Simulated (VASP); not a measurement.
A run of VASP 6.6.1:

Contents of INCAR:

```
PREC     = Accurate       # precision mode
ENCUT    = 500            # plane-wave cutoff, eV
EDIFF    = 1E-6           # SCF threshold, eV
ISMEAR   = -1             # smearing method
SIGMA    = 0.02           # smearing width, eV
LREAL    = F              # projectors in reciprocal space
LASPH    = T              # aspherical terms in the spheres
NELM     = 120            # most SCF steps
ALGO     = Normal         # electronic algorithm
ISIF     = 2              # what is computed and relaxed
LWAVE    = F              # write WAVECAR
LCHARG   = F              # write CHGCAR
GGA      = PE             # functional
NBANDS   = 21             # bands
GGA_COMPAT= F
```

File KPOINTS:

```
regular mesh
0
Gamma
  6 6 4
```

The input POSCAR:

```
Si3Sn
1.0
    4.0977997297      0.0000000000      0.0000000000
    0.0000000000      4.0977997297      0.0000000000
    0.0000000000      0.0000000000      5.6800969741
Si Sn
3 1
Direct
    0.5000000000      0.0000000000      0.7744596749
    0.5000000000      0.5000000000      0.0000000000
    0.0000000000      0.5000000000      0.2255403251
    0.0000000000      0.0000000000      0.5000000000
```

Potentials or basis: VASP PAW PBE potentials, release 64 (Si, Sn_d).

The run is started by

```sh
$ cat potpaw_PBE.64/Si/POTCAR potpaw_PBE.64/Sn_d/POTCAR > POTCAR
$ mpirun -np 1 vasp_std > vasp.out
```

Hardware: 1 thread of Intel(R) Xeon(R) Platinum 8375C CPU @ 2.90GHz (Ice Lake), with other jobs on the host.

Task: Estimate the wall time of this run.

Result: Run time: 30 s on 1 thread of Intel(R) Xeon(R) Platinum 8375C CPU @ 2.90GHz (Ice Lake), with other jobs on the host, peak memory 0.2 GiB. Counts: scf iterations 12, k points 30.
